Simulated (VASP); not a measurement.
Runs of VASP 6.6.1 on Ta4Rh. The structure is that of space group Im-3m (No. 229), or close to it. The cells are those of the table. 

```csv
task,cell,k mesh,cutoff (eV),gap on the mesh (eV),pressure (GPa)
single point,"a = 5.157 Å, angles 109.5°, 5 atoms",10 × 10 × 10,520,none,0.0
single point,"a = 4.678 Å, angles 109.5°, 5 atoms",4 × 4 × 4,520,none,84.2
single point,"a = 5.153 Å, angles 109.5°, 5 atoms",4 × 4 × 4,520,none,(a)
relaxation of cell and atoms,"relaxed from a = 4.678 Å, angles 109.5°, 5 atoms",4 × 4 × 4,600,none,0.1
```

Alike in all rows: level PBE; potentials or basis VASP PAW PBE potentials, release 64 (Ta_pv, Rh_pv); no spin polarisation; smearing gaussian 0.1 eV.

**Question.** Fill in the values left out.

**Answer.** (a) 0.4.

Caveats: some runs use coarse meshes; spin-orbit coupling is left out, which moves the levels of the heavy elements.

A k mesh can miss the band edges, and the runs leave out spin-orbit coupling on Rh, Ta.

A gap of «none» marks levels without a gap at the run's occupations.
